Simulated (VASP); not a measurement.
## TiC: single point with PBEsol

TiC:

```
CELL_PARAMETERS angstrom
0.00000 2.16400 2.16400
2.16400 0.00000 2.16400
2.16400 2.16400 0.00000
ATOMIC_POSITIONS crystal
Ti 0.00000 0.00000 0.00000
C 0.45379 0.45379 0.48086
```

This cell differs from its parent crystal: atom 2 (C) moved by (-0.200, -0.200) A along [1 1 0] and z.

- Program: VASP 6.6.1
- Task: single point
- Functional: PBEsol
- Potentials or basis: VASP PAW PBE potentials, release 64 (Ti_sv, C)
- Cutoff: 520 eV
- k mesh: 18 × 18 × 18
- Occupations: gaussian, width 0.15 eV
- Spin: no spin polarisation
- Dipole correction: no
- Further INCAR settings: ALGO = Normal; EDIFF = 1e-06; NBANDS = 15

The pressure is 3.2 GPa. The largest force is 2.330 eV/Å and the band gap on the k mesh is 0.19 eV (least direct gap 0.54 eV).

Forces on the atoms (eV/Å):
```
Ti  -1.059 -1.059 -1.786
C    1.059  1.059  1.786
```

Stress tensor (GPa, compression positive):
```
 1.01 -2.53 -3.43
-2.53  1.01 -3.43
-3.43 -3.43  7.71
```

Levels at points of the mesh, in eV from the valence-band top:
```tsv
k point	band 5	band 6	band 7	band 8	band 9	band 10	band 11	band 12
(0.00, 0.00, 0.00)	-12.31	-0.64	-0.47	-0.34	0.87	1.21	3.44	3.68
(0.50, 0.00, 0.00)	-8.89	-5.81	-2.84	-2.55	2.81	2.87	4.10	6.04
(0.00, 0.00, 0.50)	-8.87	-5.81	-2.78	-2.47	2.80	2.84	4.07	5.89
(0.50, 0.50, 0.50)	-8.95	-5.81	-3.10	-3.08	2.92	2.97	4.32	8.09
(0.50, 0.50, 0.00)	-9.96	-3.32	-2.39	-0.30	0.91	3.12	3.51	3.53
(0.00, 0.50, 0.50)	-9.96	-3.40	-2.62	-0.43	1.26	3.30	3.51	3.53
```

Wall time 2.3 min on 1 thread of Intel(R) Xeon(R) 6975P-C (Granite Rapids) (shared host), peak memory 0.56 GiB.

Caveat: the cell differs from its parent crystal (atom 2 (C) moved by (-0.200, -0.200) A along [1 1 0] and z); the cell stands under pressure; the PAW data sets were made with another functional, which shifts forces and pressure a little. A k mesh can miss the band edges.
